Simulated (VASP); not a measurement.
Runs of VASP 6.6.1 on Al. The structure is that of space group Fm-3m (No. 225), or close to it. The cells are those of the table. 

| cell | gap on the mesh (eV) | pressure (GPa) |
| --- | --- | --- |
| a = 3.091 Å, angles 60.0°, 1 atom | none | -10.3 |
| a = 2.750, b = 2.750, c = 2.633 Å, angles 61.4, 61.4, 57.2°, 1 atom | none | 18.8 |
| a = 2.748 Å, angles 60.0°, 1 atom | none | 11.8 |
| a = 2.806, b = 2.806, c = 2.748 Å, angles 60.7, 60.7, 58.6°, 1 atom | none | 7.1 |
| a = 2.633 Å, angles 60.0°, 1 atom | none | (c) |
| a = 2.977 Å, angles 60.0°, 1 atom | none | -7.1 |
| a = 2.691, b = 2.691, c = 2.748 Å, angles 59.3, 59.3, 61.4°, 1 atom | none | 17.9 |
| a = 2.691, b = 2.691, c = 2.633 Å, angles 60.7, 60.7, 58.6°, 1 atom | none | (b) |
| a = 2.806, b = 2.806, c = 2.862 Å, angles 59.3, 59.3, 61.3°, 1 atom | none | (a) |

Alike in all rows: task single point; level PBE; potentials or basis VASP PAW PBE potentials, release 64 (Al); no spin polarisation; k mesh 20 × 20 × 20; cutoff (eV) 520; smearing gaussian 0.15 eV.

**Question.** Estimate the missing entries.

**Answer.** (a) 3.1; (b) 25.0; (c) 32.8.

Caveats: the cell stands under pressure (at least some runs); the cell stands under tension (at least some runs).

A gap of «none» marks levels without a gap at the run's occupations.
